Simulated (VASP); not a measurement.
# Cu (P6_3/mmc) in VASP: further runs, part 2 of 2

VASP 6.6.1. Earlier steps stand in the parts before.

### 3 Single point, r2SCAN

This run uses another cell than the first one, of 10.60 Å³/atom.

The input, POSCAR:

```
Cu
1.0
    2.4658398820      0.0000000000      0.0000000000
   -1.2329199410      2.1354873350      0.0000000000
    0.0000000000      0.0000000000      8.0498843249
Cu
4
Direct
    0.0000000000      0.0000000000      0.0000000000
    0.3333333333      0.6666666667      0.2500000000
    0.0000000000      0.0000000000      0.5000000000
    0.6666666667      0.3333333333      0.7500000000
```

The input, INCAR.step1:

```
SYSTEM = Cu
  PREC = Accurate
  ENCUT = 520
  ISMEAR = 1
  SIGMA = 0.05
  LREAL = .FALSE.
  LASPH = .TRUE.
  NELM = 60
  NBANDS = 30
  GGA = PE
  ALGO = Normal
  EDIFF = 1E-4
  LWAVE = .TRUE.
  LCHARG = .FALSE.
```

The input, INCAR.step2:

```
SYSTEM = Cu
  PREC = Accurate
  ENCUT = 520
  EDIFF = 1E-6
  ISMEAR = 1
  SIGMA = 0.05
  LREAL = .FALSE.
  LASPH = .TRUE.
  NELM = 60
  ALGO = Normal
  ISIF = 2
  LWAVE = .FALSE.
  LCHARG = .FALSE.
  METAGGA = R2SCAN
  LMIXTAU = .TRUE.
  NBANDS = 30
  ISTART = 1
```

The input, KPOINTS:

```
regular mesh
0
G
  10 10 3
  0 0 0
```

Potentials or basis: VASP PAW PBE potentials, release 64 (Cu).

The run is started by

```
$ cat potpaw_PBE.64/Cu/POTCAR > POTCAR
$ cp INCAR.step1 INCAR
$ mpirun -np 1 vasp_std > vasp.out
$ cp INCAR.step2 INCAR
$ mpirun -np 1 vasp_std > vasp.out
```

OUTCAR:

```text
SYSTEM = Cu
   PREC = Accurate
   ENCUT = 520
   EDIFF = 1E-6
   ISMEAR = 1
   LREAL = .FALSE.
   LASPH = .TRUE.
   NELM = 60
   ISIF = 2
   METAGGA = R2SCAN
   ISTART = 1

 ion  position               nearest neighbor table
   1  0.000  0.000  0.000-   2 2.47   4 2.47   4 2.47   2 2.47   4 2.47   2 2.47
   2  0.333  0.667  0.250-   1 2.47   3 2.47   1 2.47   3 2.47   1 2.47   3 2.47
   3  0.000  0.000  0.500-   2 2.47   4 2.47   4 2.47   2 2.47   4 2.47   2 2.47
   4  0.667  0.333  0.750-   1 2.47   3 2.47   1 2.47   3 2.47   1 2.47   3 2.47

  LATTYP: Found a hexagonal cell.
 ALAT       =     2.4658398820
 C/A-ratio  =     3.2645608434

  Lattice vectors:

 A1 = (   2.4658398820,   0.0000000000,   0.0000000000)
 A2 = (  -1.2329199410,   2.1354873350,   0.0000000000)
 A3 = (   0.0000000000,   0.0000000000,   8.0498843249)

Analysis of symmetry for initial positions (statically):
=====================================================================
 Subroutine PRICEL returns:
 Original cell was already a primitive cell.

 Routine SETGRP: Setting up the symmetry group for a
 hexagonal supercell.

 Subroutine GETGRP returns: Found 24 space group operations
 (whereof 12 operations were pure point group operations)
 out of a pool of 24 trial point group operations.

The static configuration has the point symmetry D_3d.
 The point group associated with its full space group is D_6h.

Analysis of symmetry for dynamics (positions and initial velocities):
=====================================================================
 Subroutine PRICEL returns:
 Original cell was already a primitive cell.

 Routine SETGRP: Setting up the symmetry group for a
 hexagonal supercell.

 Subroutine GETGRP returns: Found 24 space group operations
 (whereof 12 operations were pure point group operations)
 out of a pool of 24 trial point group operations.

The dynamic configuration has the point symmetry D_3d.
 The point group associated with its full space group is D_6h.

 Subroutine INISYM returns: Found 24 space group operations
 (whereof 12 operations are pure point group operations),
 and found     1 'primitive' translations

----------------------------------------------------------------------------------------

                                     Primitive cell

  volume of cell :      42.3888

  direct lattice vectors                    reciprocal lattice vectors
     2.465839882  0.000000000  0.000000000     0.405541336  0.234138593  0.000000000
    -1.232919941  2.135487335  0.000000000     0.000000000  0.468277186  0.000000000
     0.000000000  0.000000000  8.049884325     0.000000000  0.000000000  0.124225388

  length of vectors
     2.465839882  2.465846252  8.049884325     0.468278396  0.468277186  0.124225388

  position of ions in fractional coordinates (direct lattice)
     0.000000000  0.000000000  0.000000000
     0.333333333  0.666666667  0.250000000
     0.000000000  0.000000000  0.500000000
     0.666666667  0.333333333  0.750000000

  ion indices of the primitive-cell ions
   primitive index   ion index
                 1           1
                 2           2
                 3           3
                 4           4

----------------------------------------------------------------------------------------

 KPOINTS: regular mesh

Automatic generation of k-mesh.
[... 24 lines left out ...]
  0.100000 -0.000000  0.000000      6.000000
  0.200000 -0.000000  0.000000      6.000000
  0.300000  0.000000  0.000000      6.000000
  0.400000 -0.000000  0.000000      6.000000
  0.500000  0.000000  0.000000      3.000000
[... 16 lines left out ...]
  0.300000  0.100000  0.333333     24.000000
  0.400000  0.100000  0.333333     24.000000
 [... further k-points ...]
   k-points           NKPTS =     28   k-points in BZ     NKDIM =     28   number of bands    NBANDS=     30
   number of dos      NEDOS =    301   number of ions     NIONS =      4
   total plane-waves  NPLWV =  19440
   dimension x,y,z NGX =    18 NGY =   18 NGZ =   60
   dimension x,y,z NGXF=    36 NGYF=   36 NGZF=  120
   ions per type =               4
   NGX,Y,Z   is equivalent  to a cutoff of  12.14, 12.14, 12.39 a.u.
   NGXF,Y,Z  is equivalent  to a cutoff of  24.27, 24.27, 24.78 a.u.
 SYSTEM =  Cu
   PREC   = accura    normal or accurate (medium, high low for compatibility)
   ISTART =      1    job   : 0-new  1-cont  2-samecut
   ICHARG =      0    charge: 1-file 2-atom 10-const
   ISPIN  =      1    spin polarized calculation?
   LNONCOLLINEAR =      F non collinear calculations
   LSORBIT =      F    spin-orbit coupling
   LASPH  =      T    aspherical Exc in radial PAW
   ENCUT  =  520.0 eV  38.22 Ry    6.18 a.u.   4.58  4.58 14.97*2*pi/ulx,y,z
   NELM   =     60;   NELMIN=  2; NELMDL=  0     # of ELM steps
   EDIFF  = 0.1E-05   stopping-criterion for ELM
   LREAL  =      F    real-space projection
   EDIFFG = 0.1E-04   stopping-criterion for IOM
   NSW    =      0    number of steps for IOM
   IBRION =     -1    ionic relax: 0-MD 1-quasi-New 2-CG
   NFREE  =      0    steps in history (QN), initial steepest desc. (CG)
   ISIF   =      2    stress and relaxation
   ISYM   =      2    0-nonsym 1-usesym 2-fastsym
   POTIM  = 0.5000    time-step for ionic-motion
   TEBEG  =    0.0;   TEEND  =   0.0 temperature during run
   PSTRESS=    0.0 pullay stress
   NELECT =      44.0000    total number of electrons
   NUPDOWN=      -1.0000    fix difference up-down
   EMIN   =  10.00;   EMAX   =-10.00  energy-range for DOS
   EFERMI =   0.00;   METHOD = LEGACY
   ISMEAR =     1;   SIGMA  =   0.05  broadening in eV -4-tet -1-fermi 0-gaus
   EFERMI_NEDOS =   21; number of points for ismear=-14 and -15
   IALGO  =     38    algorithm
   IMIX   =      4    mixing-type and parameters
     AMIX     =   0.40;   BMIX     =  1.00
     AMIX_MAG =   1.60;   BMIX_MAG =  1.00
  volume/ion in A,a.u.               =      10.60        71.51
  Fermi-wavevector in a.u.,A,eV,Ry     =   1.657583  3.132377 37.383103  2.747581
  Thomas-Fermi vector in A             =   2.745311
   LORBIT       =      0    0 simple, 1 ext, 2 COOP (PROOUT), +10 PAW based schemes
   METAGGA = R2SCAN    functional components
   LHFCALC =     F    Hartree Fock is set to
   AEXX    =    0.0000 exact exchange contribution
   IVDW    =     0    specifies the selected vdW correction
   LEPSILON=     F    determine dielectric tensor
   LRPA    =     F    only Hartree local field effects (RPA)
 non-spin polarized calculation
 Methfessel and Paxton  Order N= 1 SIGMA  =   0.05
  energy-cutoff  :      520.00
  volume of cell :       42.39
 maximum number of plane-waves:      1158
   NGX =  9   NGY =  9   NGZ = 29

 number of electron      43.9999997 magnetization

 Free energy of the ion-electron system (eV)
  ---------------------------------------------------
  ext. energy  EPLUGINS =         0.00000000
  ---------------------------------------------------
  free energy    TOTEN  =       -43.09032655 eV

  energy without entropy =      -43.09074248  energy(sigma->0) =      -43.09046520

 E-fermi :   8.8062     XC(G=0): -14.4889

 val. band max:        8.7998531976   @ k =   0.1000  -0.0000   0.0000
 cond. band min:       8.8611213717   @ k =   0.4000   0.1000   0.3333
 fundamental gap:      0.0612681742
 Fermi energy:         8.8061729935

 k-point     1 :       0.0000    0.0000    0.0000
  band No.  band energies     occupation
      1      -1.7474      2.00000
      2       0.6090      2.00000
      3       0.6305      2.00000
      4       2.9075      2.00000
      5       4.9951      2.00000
      6       5.0033      2.00000
[... 781 lines left out ...]
     29      21.1046      0.00000
     30      21.7368      0.00000

 [... further k-points ...]

------------------------ aborting loop because EDIFF is reached ----------------------------------------

  FORCE on cell =-STRESS in cart. coord.  units (eV):
  Direction    XX          YY          ZZ          XY          YZ          ZX
  --------------------------------------------------------------------------------------
  -------------------------------------------------------------------------------------
  Total        4.1957515      4.1957804      4.2389648      0.0000000     -0.0000000      0.0000000
  in kB      158.5874558    158.5885483    160.2207947      0.0000000     -0.0000000      0.0000000
  external PRESSURE =     159.1322663 kB  Pullay stress =       0.0000000 kB

 VOLUME and BASIS-vectors are now :
 -----------------------------------------------------------------------------
  energy-cutoff  :      520.00
  volume of cell :       42.39
      direct lattice vectors                 reciprocal lattice vectors
     2.465839882  0.000000000  0.000000000     0.405541336  0.234138593  0.000000000
    -1.232919941  2.135487335  0.000000000     0.000000000  0.468277186  0.000000000
     0.000000000  0.000000000  8.049884325     0.000000000  0.000000000  0.124225388

 POSITION                                       TOTAL-FORCE (eV/Angst)
 -----------------------------------------------------------------------------------
      0.00000      0.00000      0.00000        -0.000000      0.000000      0.000000
     -0.00000      1.42366      2.01247        -0.000000     -0.000000      0.000000
      0.00000      0.00000      4.02494        -0.000000      0.000000      0.000000
      1.23292      0.71183      6.03741         0.000000      0.000000     -0.000000
 -----------------------------------------------------------------------------------
    total drift:                                0.000000     -0.000000      0.000000

  FREE ENERGIE OF THE ION-ELECTRON SYSTEM (eV)
  ---------------------------------------------------
  free  energy   TOTEN  =       -43.0903265544 eV

  energy  without entropy=      -43.0907424770  energy(sigma->0) =      -43.09046520
```

It took 54 s on 1 thread of Intel Xeon 6975P-C (Granite Rapids), shared host; peak memory 0.17 GiB.

What came out:

```yaml
Free_energy: -43.0903 eV
Pressure: 15.9 GPa
Band_gap_on_the_k_mesh: zero (bands 22 and 23 overlap by 5.32 eV)
```

Levels at points of the mesh, in eV from the Fermi level:
| k point | band 21 | band 22 | band 23 | band 24 | band 25 | band 26 |
| --- | --- | --- | --- | --- | --- | --- |
| (0.00, 0.00, 0.00) | -2.23 | -1.88 | -1.88 | -1.37 | 4.58 | 13.97 |
| (0.50, 0.00, 0.00) | -0.87 | 0.28 | 1.11 | 1.77 | 5.44 | 5.45 |

Caveat: the cell stands under pressure; the PAW data sets were made with another functional, which shifts forces and pressure a little.

### 4 Single point, r2SCAN

This run uses another cell than the first one, of 10.88 Å³/atom.

The input, POSCAR:

```
Cu
1.0
    2.4878574746      0.0000000000      0.0000000000
   -1.2439287373      2.1545551951      0.0000000000
    0.0000000000      0.0000000000      8.1217620954
Cu
4
Direct
    0.0000000000      0.0000000000      0.0000000000
    0.3333333333      0.6666666667      0.2500000000
    0.0000000000      0.0000000000      0.5000000000
    0.6666666667      0.3333333333      0.7500000000
```

The input, INCAR.step1:

```
PREC     = Accurate       # precision mode
ENCUT    = 520            # plane-wave cutoff, eV
ISMEAR   = 1              # smearing method
SIGMA    = 0.05           # smearing width, eV
LREAL    = False          # projectors in reciprocal space
LASPH    = True           # aspherical terms in the spheres
NELM     = 100            # most SCF steps
NBANDS   = 30             # bands
GGA      = PE             # functional
ALGO     = Normal         # electronic algorithm
EDIFF    = 1E-4           # SCF threshold, eV
LWAVE    = True           # write WAVECAR
LCHARG   = False          # write CHGCAR
```

The input, INCAR.step2:

```
PREC     = Accurate       # precision mode
ENCUT    = 520            # plane-wave cutoff, eV
EDIFF    = 1E-6           # SCF threshold, eV
ISMEAR   = 1              # smearing method
SIGMA    = 0.05           # smearing width, eV
LREAL    = False          # projectors in reciprocal space
LASPH    = True           # aspherical terms in the spheres
NELM     = 100            # most SCF steps
ALGO     = Normal         # electronic algorithm
ISIF     = 2              # what is computed and relaxed
LWAVE    = False          # write WAVECAR
LCHARG   = False          # write CHGCAR
METAGGA  = R2SCAN         # meta-GGA
LMIXTAU  = True         
NBANDS   = 30             # bands
ISTART   = 1
```

The input, KPOINTS:

```
regular mesh
0
Gamma
  10 10 3
```

The run is started by

```
$ cat potpaw_PBE.64/Cu/POTCAR > POTCAR
$ cp INCAR.step1 INCAR
$ mpirun -np 1 vasp_std > vasp.out
$ cp INCAR.step2 INCAR
$ mpirun -np 1 vasp_std > vasp.out
```

It took 71 s on 1 thread of Intel Xeon 6975P-C (Granite Rapids), shared host; peak memory 0.17 GiB.

Results (log left out):

| Item | Value |
| --- | --- |
| Free energy | -43.1860 eV |
| Pressure | 10.2 GPa |
| Band gap on the k mesh | zero (bands 22 and 23 overlap by 5.23 eV) |

Stress tensor (GPa, compression positive):
```
10.25  0.00  0.00
 0.00 10.25  0.00
 0.00  0.00  9.97
```

Levels at points of the mesh, in eV from the Fermi level:
```csv
k point,band 20,band 21,band 22,band 23,band 24,band 25,band 26,band 27
"(0.00, 0.00, 0.00)",-2.20,-2.20,-1.86,-1.86,-1.30,4.41,13.71,13.71
"(0.50, 0.00, 0.00)",-1.68,-0.82,0.31,1.06,1.72,5.27,5.28,9.29
```

Caveat: the cell stands under pressure; the PAW data sets were made with another functional, which shifts forces and pressure a little.

### 5 Single point, r2SCAN

This run uses another cell than the first one, of 11.17 Å³/atom.

The input, POSCAR:

```
Cu
1.0
    2.5094921037      0.0000000000      0.0000000000
   -1.2547460519      2.1732913981      0.0000000000
    0.0000000000      0.0000000000      8.1923896586
Cu
4
Direct
    0.0000000000      0.0000000000      0.0000000000
    0.3333333333      0.6666666667      0.2500000000
    0.0000000000      0.0000000000      0.5000000000
    0.6666666667      0.3333333333      0.7500000000
```

The input, INCAR.step1:

```
PREC = Accurate ; ENCUT = 520
ISMEAR = 1 ; SIGMA = 0.05
LREAL = False ; LASPH = True
NELM = 80 ; NBANDS = 30
GGA = PE ; ALGO = Normal
EDIFF = 1E-4 ; LWAVE = True
LCHARG = False
```

The input, INCAR.step2:

```
PREC = Accurate ; ENCUT = 520
EDIFF = 1E-6 ; ISMEAR = 1
SIGMA = 0.05 ; LREAL = False
LASPH = True ; NELM = 80
ALGO = Normal ; ISIF = 2
LWAVE = False ; LCHARG = True
METAGGA = R2SCAN ; LMIXTAU = True
LELF = True ; LVHAR = True
NBANDS = 30 ; ISTART = 1
```

The input, KPOINTS:

```
Automatic mesh
0
Gamma
  10 10 3
```

The run is started by

```
$ cat potpaw_PBE.64/Cu/POTCAR > POTCAR
$ cp INCAR.step1 INCAR
$ mpirun -np 1 vasp_std > vasp.out
$ cp INCAR.step2 INCAR
$ mpirun -np 1 vasp_std > vasp.out
```

Wall time 70 s (1 thread of Intel Xeon 6975P-C (Granite Rapids), shared host); peak memory 0.18 GiB.

The run converged. Its results:

| Property | Result |
| --- | --- |
| Free energy | -43.2410 eV |
| Pressure | 5.1 GPa |
| Band gap on the k mesh | zero (bands 22 and 23 overlap by 5.14 eV) |

Stress tensor (GPa, compression positive):
```
5.28 0.00 0.00
0.00 5.28 0.00
0.00 0.00 4.68
```

Levels at points of the mesh, in eV from the Fermi level:
```csv
k point,band 21,band 22,band 23,band 24,band 25,band 26
"(0.00, 0.00, 0.00)",-2.17,-1.85,-1.85,-1.23,4.25,13.46
"(0.50, 0.00, 0.00)",-0.77,0.34,1.02,1.67,5.11,5.12
```

Caveat: the cell stands under pressure; the PAW data sets were made with another functional, which shifts forces and pressure a little.

### 6 Summary

```tsv
cell	gap on the mesh (eV)	pressure (GPa)
a = 2.443, b = 2.443, c = 7.977 Å, angles 90.0, 90.0, 120.0°, 4 atoms	none	23.0
a = 2.466, b = 2.466, c = 8.050 Å, angles 90.0, 90.0, 120.0°, 4 atoms	none	15.9
a = 2.488, b = 2.488, c = 8.122 Å, angles 90.0, 90.0, 120.0°, 4 atoms	none	10.2
a = 2.509, b = 2.509, c = 8.192 Å, angles 90.0, 90.0, 120.0°, 4 atoms	none	5.1
```

Alike in all rows: task single point; level r2SCAN; potentials or basis VASP PAW PBE potentials, release 64 (Cu); no spin polarisation; k mesh 10 × 10 × 3; cutoff (eV) 520; smearing methfessel-paxton 0.05 eV.

Caveats: the cell stands under pressure; the PAW data sets were made with another functional, which shifts forces and pressure a little.

Absolute energies hang on the potentials; compare differences alone.

The gap in the log of VASP goes by the Fermi energy; the results here count the filled bands.